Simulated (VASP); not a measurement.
# Li (P6_3/mmc) in VASP: notebook

The runs below take Li through single point, with PBE.

Everything below comes from runs of VASP 6.6.1. Logs are shortened: lines on timing, memory, paths and dates and some standing lists are left out, and cuts for length are marked.

## 1. The cell of the first run

Symmetry: P6_3/mmc, No. 194, hexagonal system. Conventional cell: a = 3.090 Å, b = 3.090 Å, c = 5.059 Å, α = 90.00°, β = 90.00°, γ = 120.00°. Li (site symmetry -6m2) has 12 Li at 3.09 to 3.10 Å within 4.1 Å.

## 2. Single point, PBE (volume scaled by 0.98)

INCAR reads:

```
SYSTEM = Li
  PREC = Accurate
  ENCUT = 520
  EDIFF = 1E-6
  ISMEAR = -1
  SIGMA = 0.08
  LREAL = .FALSE.
  LASPH = .TRUE.
  NELM = 80
  ALGO = Normal
  ISIF = 2
  LWAVE = .FALSE.
  LCHARG = .FALSE.
  GGA = PE
  NBANDS = 10
```

KPOINTS reads:

```
Automatic mesh
0
G
  15 15 8
  0 0 0
```

POSCAR reads:

```
Li
1.0
    3.0901223134      0.0000000000      0.0000000000
   -1.5450611567      2.6761244242      0.0000000000
    0.0000000000      0.0000000000      5.0588177620
Li
2
Direct
    0.3333333333      0.6666666667      0.2500000000
    0.6666666667      0.3333333333      0.7500000000
```

Potentials or basis: VASP PAW PBE potentials, release 64 (Li_sv).

Started as:

```bash
$ cat potpaw_PBE.64/Li_sv/POTCAR > POTCAR
$ mpirun -np 1 vasp_std > vasp.out
```

OUTCAR:

```text
SYSTEM = Li
   PREC = Accurate
   ENCUT = 520
   EDIFF = 1E-6
   ISMEAR = -1
   LREAL = .FALSE.
   LASPH = .TRUE.
   NELM = 80
   ISIF = 2
   GGA = PE

 ion  position               nearest neighbor table
   1  0.333  0.667  0.250-
   2  0.667  0.333  0.750-

  LATTYP: Found a hexagonal cell.
 ALAT       =     3.0901223134
 C/A-ratio  =     1.6370930497

  Lattice vectors:

 A1 = (   3.0901223134,   0.0000000000,   0.0000000000)
 A2 = (  -1.5450611567,   2.6761244242,   0.0000000000)
 A3 = (   0.0000000000,   0.0000000000,   5.0588177620)

Analysis of symmetry for initial positions (statically):
=====================================================================
 Subroutine PRICEL returns:
 Original cell was already a primitive cell.

 Routine SETGRP: Setting up the symmetry group for a
 hexagonal supercell.

 Subroutine GETGRP returns: Found 24 space group operations
 (whereof 12 operations were pure point group operations)
 out of a pool of 24 trial point group operations.

The static configuration has the point symmetry D_3d.
 The point group associated with its full space group is D_6h.

Analysis of symmetry for dynamics (positions and initial velocities):
=====================================================================
 Subroutine PRICEL returns:
 Original cell was already a primitive cell.

 Routine SETGRP: Setting up the symmetry group for a
 hexagonal supercell.

 Subroutine GETGRP returns: Found 24 space group operations
 (whereof 12 operations were pure point group operations)
 out of a pool of 24 trial point group operations.

The dynamic configuration has the point symmetry D_3d.
 The point group associated with its full space group is D_6h.

 Subroutine INISYM returns: Found 24 space group operations
 (whereof 12 operations are pure point group operations),
 and found     1 'primitive' translations

----------------------------------------------------------------------------------------

                                     Primitive cell

  volume of cell :      41.8342

  direct lattice vectors                    reciprocal lattice vectors
     3.090122313  0.000000000  0.000000000     0.323611786  0.186837352  0.000000000
    -1.545061157  2.676124424  0.000000000     0.000000000  0.373674703  0.000000000
     0.000000000  0.000000000  5.058817762     0.000000000  0.000000000  0.197674644

  length of vectors
     3.090122313  3.090122313  5.058817762     0.373674703  0.373674703  0.197674644

  position of ions in fractional coordinates (direct lattice)
     0.333333333  0.666666667  0.250000000
     0.666666667  0.333333333  0.750000000

  ion indices of the primitive-cell ions
   primitive index   ion index
                 1           1
                 2           2

----------------------------------------------------------------------------------------

 KPOINTS: Automatic mesh

Automatic generation of k-mesh.
 Grid dimensions read from file:
 generate k-points for:   15   15    8

 Generating k-lattice:

  Cartesian coordinates                     Fractional coordinates (reciprocal lattice)
     0.021574119  0.012455823  0.000000000     0.066666667 -0.000000000  0.000000000
     0.000000000  0.024911647  0.000000000     0.000000000  0.066666667  0.000000000
     0.000000000  0.000000000  0.024709330     0.000000000  0.000000000  0.125000000

  Length of vectors
     0.024911647  0.024911647  0.024709330

  Shift w.r.t. Gamma in fractional coordinates (k-lattice)
     0.000000000  0.000000000  0.000000000

 Subroutine IBZKPT returns following result:
 ===========================================

 Found    135 irreducible k-points:

 Following reciprocal coordinates:
            Coordinates               Weight
  0.000000  0.000000  0.000000      1.000000
  0.066667  0.000000  0.000000      6.000000
  0.133333 -0.000000  0.000000      6.000000
  0.200000  0.000000  0.000000      6.000000
  0.266667 -0.000000  0.000000      6.000000
  0.333333 -0.000000  0.000000      6.000000
[... 16 lines left out ...]
  0.333333  0.200000  0.000000     12.000000
  0.400000  0.200000  0.000000      6.000000
 [... further k-points ...]
   k-points           NKPTS =    135   k-points in BZ     NKDIM =    135   number of bands    NBANDS=     10
   number of dos      NEDOS =    301   number of ions     NIONS =      2
   total plane-waves  NPLWV =  23040
   dimension x,y,z NGX =    24 NGY =   24 NGZ =   40
   dimension x,y,z NGXF=    48 NGYF=   48 NGZF=   80
   ions per type =               2
   NGX,Y,Z   is equivalent  to a cutoff of  12.91, 12.91, 13.15 a.u.
   NGXF,Y,Z  is equivalent  to a cutoff of  25.82, 25.82, 26.29 a.u.
 SYSTEM =  Li
   PREC   = accura    normal or accurate (medium, high low for compatibility)
   ISTART =      0    job   : 0-new  1-cont  2-samecut
   ICHARG =      2    charge: 1-file 2-atom 10-const
   ISPIN  =      1    spin polarized calculation?
   LNONCOLLINEAR =      F non collinear calculations
   LSORBIT =      F    spin-orbit coupling
   LASPH  =      T    aspherical Exc in radial PAW
   ENCUT  =  520.0 eV  38.22 Ry    6.18 a.u.   5.75  5.75  9.41*2*pi/ulx,y,z
   NELM   =     80;   NELMIN=  2; NELMDL= -5     # of ELM steps
   EDIFF  = 0.1E-05   stopping-criterion for ELM
   LREAL  =      F    real-space projection
[... 7 lines left out ...]
   TEBEG  =    0.0;   TEEND  =   0.0 temperature during run
   PSTRESS=    0.0 pullay stress
   NELECT =       6.0000    total number of electrons
   NUPDOWN=      -1.0000    fix difference up-down
   EMIN   =  10.00;   EMAX   =-10.00  energy-range for DOS
   EFERMI =   0.00;   METHOD = LEGACY
   ISMEAR =    -1;   SIGMA  =   0.08  broadening in eV -4-tet -1-fermi 0-gaus
   EFERMI_NEDOS =   21; number of points for ismear=-14 and -15
   IALGO  =     38    algorithm
   IMIX   =      4    mixing-type and parameters
     AMIX     =   0.40;   BMIX     =  1.00
     AMIX_MAG =   1.60;   BMIX_MAG =  1.00
  volume/ion in A,a.u.               =      20.92       141.16
  Fermi-wavevector in a.u.,A,eV,Ry     =   0.856936  1.619374  9.991286  0.734339
  Thomas-Fermi vector in A             =   1.973913
   LORBIT       =      0    0 simple, 1 ext, 2 COOP (PROOUT), +10 PAW based schemes
   GGA     = PE    functional components
   LHFCALC =     F    Hartree Fock is set to
   AEXX    =    0.0000 exact exchange contribution
   IVDW    =     0    specifies the selected vdW correction
   LEPSILON=     F    determine dielectric tensor
   LRPA    =     F    only Hartree local field effects (RPA)
 non-spin polarized calculation
  energy-cutoff  :      520.00
  volume of cell :       41.83
 maximum number of plane-waves:      1146
 NGX is ok and might be reduce to    24
   NGX = 11   NGY = 11   NGZ = 19

 number of electron       5.9999991 magnetization

 Free energy of the ion-electron system (eV)
  ---------------------------------------------------
  ext. energy  EPLUGINS =         0.00000000
  ---------------------------------------------------
  free energy    TOTEN  =        -3.82029117 eV

  energy without entropy =       -3.79892051  energy(sigma->0) =       -3.80960584

 E-fermi :   0.5382     XC(G=0):  -6.9682

 val. band max:        0.5324428550   @ k =   0.4667   0.0667   0.0000
 cond. band min:       0.5461396040   @ k =   0.4000   0.0000   0.5000
 fundamental gap:      0.0136967489
 Fermi energy:         0.5382127750

 k-point     1 :       0.0000    0.0000    0.0000
  band No.  band energies     occupation
      1     -46.0441      2.00000
      2     -46.0285      2.00000
      3      -2.9810      2.00000
      4       0.5220      1.10070
      5       3.3416      0.00000
      6      12.7491      0.00000
      7      12.7492      0.00000
      8      14.1170      0.00000
      9      14.1171      0.00000
     10      14.6480      0.00000

 k-point     2 :       0.0667    0.0000    0.0000
  band No.  band energies     occupation
      1     -46.0435      2.00000
      2     -46.0282      2.00000
      3      -2.9110      2.00000
      4       0.6136      0.56104
      5       3.3697      0.00000
      6      11.9800      0.00000
      7      12.2185      0.00000
      8      14.0941      0.00000
      9      14.4459      0.00000
     10      14.5778      0.00000

 k-point     3 :       0.1333   -0.0000    0.0000
  band No.  band energies     occupation
      1     -46.0418      2.00000
      2     -46.0274      2.00000
      3      -2.7010      2.00000
      4       0.8879      0.02496
      5       3.4499      0.00000
      6      10.4169      0.00000
      7      11.3563      0.00000
      8      13.9907      0.00000
      9      14.2003      0.00000
     10      14.5656      0.00000

 k-point     4 :       0.2000    0.0000    0.0000
  band No.  band energies     occupation
      1     -46.0392      2.00000
      2     -46.0262      2.00000
      3      -2.3507      2.00000
      4       1.3444      0.00008
      5       3.5559      0.00000
      6       8.7683      0.00000
      7      10.5505      0.00000
      8      13.0845      0.00000
      9      13.1749      0.00000
     10      14.0927      0.00000
[... 222 lines left out ...]
 k-point    22 :       0.2667    0.2000    0.0000
  band No.  band energies     occupation
      1     -46.0295      2.00000
      2     -46.0233      2.00000
      3      -0.3830      1.99998
      4       3.5488      0.00000
      5       3.8703      0.00000
      6       4.9591      0.00000
      7       7.1005      0.00000
      8       9.1753      0.00000
      9      11.0058      0.00000
     10      11.2715      0.00000

 k-point    23 :       0.3333    0.2000    0.0000
  band No.  band energies     occupation
      1     -46.0274      2.00000
      2     -46.0233      2.00000
      3       0.4288      1.59380
      4       2.7001      0.00000
      5       4.7559      0.00000
      6       4.9079      0.00000
      7       6.7710      0.00000
      8       7.7519      0.00000
      9      10.5100      0.00000
     10      10.8640      0.00000

 k-point    24 :       0.4000    0.2000    0.0000
  band No.  band energies     occupation
      1     -46.0265      2.00000
      2     -46.0234      2.00000
      3       1.0478      0.00342
      4       2.0017      0.00000
      5       4.7686      0.00000
      6       5.7376      0.00000
      7       6.6509      0.00000
      8       6.7779      0.00000
      9      10.3339      0.00000
     10      10.7426      0.00000

 [... further k-points ...]
[... 5 lines left out ...]
  --------------------------------------------------------------------------------------
  -------------------------------------------------------------------------------------
  Total       -0.1281214     -0.1281214     -0.1291965      0.0000000     -0.0000000      0.0000000
  in kB       -4.9068340     -4.9068340     -4.9480091      0.0000000     -0.0000000      0.0000000
  external PRESSURE =      -4.9205591 kB  Pullay stress =       0.0000000 kB

 VOLUME and BASIS-vectors are now :
 -----------------------------------------------------------------------------
  energy-cutoff  :      520.00
  volume of cell :       41.83
      direct lattice vectors                 reciprocal lattice vectors
     3.090122313  0.000000000  0.000000000     0.323611786  0.186837352  0.000000000
    -1.545061157  2.676124424  0.000000000     0.000000000  0.373674703  0.000000000
     0.000000000  0.000000000  5.058817762     0.000000000  0.000000000  0.197674644

 POSITION                                       TOTAL-FORCE (eV/Angst)
 -----------------------------------------------------------------------------------
     -0.00000      1.78408      1.26470        -0.000000      0.000000      0.000000
      1.54506      0.89204      3.79411         0.000000     -0.000000      0.000000
 -----------------------------------------------------------------------------------
    total drift:                               -0.000000      0.000000      0.000000

  FREE ENERGIE OF THE ION-ELECTRON SYSTEM (eV)
  ---------------------------------------------------
  free  energy   TOTEN  =        -3.8202911748 eV

  energy  without entropy=       -3.7989205106  energy(sigma->0) =       -3.80960584
```

It took 24 s on 1 thread of Intel Xeon Platinum 8488C (Sapphire Rapids), shared host; peak memory 0.17 GiB.

What came out:

```yaml
Free_energy: -3.8203 eV
Band_gap_on_the_k_mesh: zero (band 3 reaches 2.67 eV, above the bottom of band 4 at -1.88 eV)
```

Caveat: the cutoff is under 1.25 times the usual one of these potentials, so pressure, stress and relaxed cells hold a basis-set (Pulay) error.

## 3. Single point, PBE (volume scaled by 0.99)

INCAR reads:

```
SYSTEM = Li
ALGO     = Normal         ! electronic algorithm
EDIFF    = 1E-6           ! SCF threshold, eV
ENCUT    = 520            ! plane-wave cutoff, eV
GGA      = PE             ! functional
ISIF     = 2              ! what is computed and relaxed
ISMEAR   = -1             ! smearing method
LASPH    = .True.         ! aspherical terms in the spheres
LCHARG   = .False.        ! write CHGCAR
LREAL    = .False.        ! projectors in reciprocal space
LWAVE    = .False.        ! write WAVECAR
NBANDS   = 10             ! bands
NELM     = 60             ! most SCF steps
PREC     = Accurate       ! precision mode
SIGMA    = 0.08           ! smearing width, eV
```

KPOINTS reads:

```
k-points
0
Gamma
  15 15 8
  0 0 0
```

POSCAR reads:

```
Li
1.0
    3.1005973844      0.0000000000      0.0000000000
   -1.5502986922      2.6851961018      0.0000000000
    0.0000000000      0.0000000000      5.0759664280
Li
2
Direct
    0.3333333333      0.6666666667      0.2500000000
    0.6666666667      0.3333333333      0.7500000000
```

Potentials or basis: VASP PAW PBE potentials, release 64 (Li_sv).

Started as:

```bash
$ cat potpaw_PBE.64/Li_sv/POTCAR > POTCAR
$ mpirun -np 1 vasp_std > vasp.out
```

Wall time 19 s (1 thread of Intel Xeon Platinum 8488C (Sapphire Rapids), shared host); peak memory 0.17 GiB.

Results (log left out):

```yaml
Free_energy: -3.8191 eV
Band_gap_on_the_k_mesh: zero (band 3 reaches 2.63 eV, above the bottom of band 4 at -1.90 eV)
```

Levels at points of the mesh, in eV from the Fermi level:
| k point | band 1 | band 2 | band 3 | band 4 | band 5 | band 6 | band 7 |
| --- | --- | --- | --- | --- | --- | --- | --- |
| (0.00, 0.00, 0.00) | -46.60 | -46.58 | -3.51 | -0.01 | 2.77 | 12.12 | 12.12 |
| (0.00, 0.00, 0.50) | -46.59 | -46.59 | -2.41 | -2.41 | 7.71 | 7.71 | 13.00 |

Caveat: the cutoff is under 1.25 times the usual one of these potentials, so pressure, stress and relaxed cells hold a basis-set (Pulay) error.

## 4. Single point, PBE (volume scaled by 1.01)

INCAR reads:

```
ALGO     = Normal         # electronic algorithm
EDIFF    = 1E-7           # SCF threshold, eV
ENCUT    = 520            # plane-wave cutoff, eV
GGA      = PE             # functional
ISIF     = 2              # what is computed and relaxed
ISMEAR   = -1             # smearing method
LASPH    = True           # aspherical terms in the spheres
LCHARG   = False          # write CHGCAR
LREAL    = False          # projectors in reciprocal space
LWAVE    = False          # write WAVECAR
NBANDS   = 10             # bands
NELM     = 100            # most SCF steps
PREC     = Accurate       # precision mode
SIGMA    = 0.08           # smearing width, eV
```

KPOINTS reads:

```
k-points
0
Gamma
  15 15 8
```

POSCAR reads:

```
Li
1.0
    3.1213377828      0.0000000000      0.0000000000
   -1.5606688914      2.7031578137      0.0000000000
    0.0000000000      0.0000000000      5.1099203901
Li
2
Direct
    0.3333333333      0.6666666667      0.2500000000
    0.6666666667      0.3333333333      0.7500000000
```

Started as:

```bash
$ cat potpaw_PBE.64/Li_sv/POTCAR > POTCAR
$ mpirun -np 1 vasp_std > vasp.out
```

It took 22 s on 1 thread of Intel Xeon Platinum 8488C (Sapphire Rapids), shared host; peak memory 0.17 GiB.

The run converged. Its results:

| Item | Value |
| --- | --- |
| Free energy | -3.8157 eV |
| Band gap on the k mesh | zero (band 3 reaches 2.56 eV, above the bottom of band 4 at -1.94 eV) |

Levels at points of the mesh, in eV from the Fermi level:
```tsv
k point	band 1	band 2	band 3	band 4	band 5	band 6	band 7
(0.00, 0.00, 0.00)	-46.63	-46.62	-3.48	0.00	2.71	11.96	11.96
(0.00, 0.00, 0.50)	-46.63	-46.63	-2.39	-2.39	7.60	7.60	12.82
```

Caveat: the cutoff is under 1.25 times the usual one of these potentials, so pressure, stress and relaxed cells hold a basis-set (Pulay) error.

## 5. Single point, PBE (volume scaled by 1.02)

INCAR reads:

```
SYSTEM = Li
  PREC = Accurate
  ENCUT = 520
  EDIFF = 1E-7
  ISMEAR = -1
  SIGMA = 0.08
  LREAL = .FALSE.
  LASPH = .TRUE.
  NELM = 60
  ALGO = Normal
  ISIF = 2
  LWAVE = .FALSE.
  LCHARG = .TRUE.
  GGA = PE
  LELF = .TRUE.
  LVHAR = .TRUE.
  NBANDS = 10
```

KPOINTS reads:

```
Automatic mesh
0
G
  15 15 8
  0 0 0
```

POSCAR reads:

```
Li
1.0
    3.1316054153      0.0000000000      0.0000000000
   -1.5658027076      2.7120498443      0.0000000000
    0.0000000000      0.0000000000      5.1267294598
Li
2
Direct
    0.3333333333      0.6666666667      0.2500000000
    0.6666666667      0.3333333333      0.7500000000
```

Started as:

```bash
$ cat potpaw_PBE.64/Li_sv/POTCAR > POTCAR
$ mpirun -np 1 vasp_std > vasp.out
```

Run time: 28 s. Hardware: 1 thread of Intel Xeon Platinum 8488C (Sapphire Rapids), shared host; peak memory 0.17 GiB.

It converged, with:

```
Free energy            : -3.8136 eV
Band gap on the k mesh : zero (band 3 reaches 2.52 eV, above the bottom of band 4 at -1.95 eV)
```

Levels at points of the mesh, in eV from the Fermi level:
| k point | band 1 | band 2 | band 3 | band 4 | band 5 | band 6 | band 7 |
| --- | --- | --- | --- | --- | --- | --- | --- |
| (0.00, 0.00, 0.00) | -46.65 | -46.64 | -3.47 | 0.00 | 2.68 | 11.87 | 11.87 |
| (0.00, 0.00, 0.50) | -46.65 | -46.65 | -2.39 | -2.39 | 7.55 | 7.55 | 12.73 |

Caveat: the cutoff is under 1.25 times the usual one of these potentials, so pressure, stress and relaxed cells hold a basis-set (Pulay) error.

[end of part 1 of 2]
